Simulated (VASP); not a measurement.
Ca, 2 atoms in the cell. Symmetry: P6_3/mmc, No. 194, hexagonal system. Conventional cell: a = 2.919 Å, b = 2.919 Å, c = 4.756 Å, α = 90.00°, β = 90.00°, γ = 120.00°. Within 3.8 Å of Ca (site symmetry -6m2) lie 12 Ca at 2.91 to 2.92 Å. This isn't the form of Ca at room conditions, which is fcc.

| Item | Value |
| --- | --- |
| Program | VASP 6.6.1 |
| Task | single point |
| Functional | PBEsol |
| Potentials or basis | VASP PAW PBE potentials, release 64 (Ca_sv) |
| Cutoff | 520 eV |
| k mesh | 11 × 11 × 6 |
| Occupations | fermi-dirac, width 0.08 eV |
| Spin | no spin polarisation |
| Dipole correction | no |
| k mesh for the DOS | 17 × 17 × 9 |
| Occupations for the DOS | tetrahedron |
| Further INCAR settings | ALGO = Normal; EDIFF = 1e-06 |

Potentials or basis: VASP PAW PBE potentials, release 64 (Ca_sv).

Launch:

```bash
$ cat potpaw_PBE.64/Ca_sv/POTCAR > POTCAR
$ cp INCAR.step1 INCAR
$ cp KPOINTS.step1 KPOINTS
$ mpirun -np 1 vasp_std > vasp.out
$ cp INCAR.step2 INCAR
$ cp KPOINTS.step2 KPOINTS
$ mpirun -np 1 vasp_std > vasp.out
```

Hardware: 1 thread of AMD EPYC 9R45 96-Core Processor (Zen 5), with other jobs on the host.

**Question.** How long does it take, and how much memory?

**Answer.** Run time: 45 s on 1 thread of AMD EPYC 9R45 96-Core Processor (Zen 5), with other jobs on the host, peak memory 0.17 GiB. Counts: k points 165.
